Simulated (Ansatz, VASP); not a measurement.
## Two plane-wave programs on Pb

```
Pb
1.0
     0.00000    3.46178    3.46178
     3.46178    0.00000    3.46178
     3.46178    3.46178    0.00000
Pb
2
Cartesian
  1.7309 1.7309 1.7309
  0.0000 0.0000 0.0000
```

Alike in both runs: task single point; functional HSE06; k mesh 4 × 4 × 4; occupations fermi-dirac, width 0.05 eV; no spin polarisation.

|  | VASP | Ansatz |
| --- | --- | --- |
| version | VASP 6.6.1 | Ansatz 0.2.0 |
| potentials or method | VASP PAW PBE potentials, release 64 (Pb_d) | Ansatz PAW |
| plane-wave cutoff (eV) | 520 | 420 |
| valence electrons in the cell | 28 | 28 |

|  | VASP | Ansatz | Ansatz less VASP |
| --- | --- | --- | --- |
| gap on the k mesh at the Fermi level (eV) | none | none | - |
| pressure (GPa) | 1.0 | 1.0 | +0.02 |

A gap of «none» marks a metal or a gap that the smearing closes.

The k mesh is coarse, so the values compare programs but aren't converged. Spin-orbit coupling is off throughout.
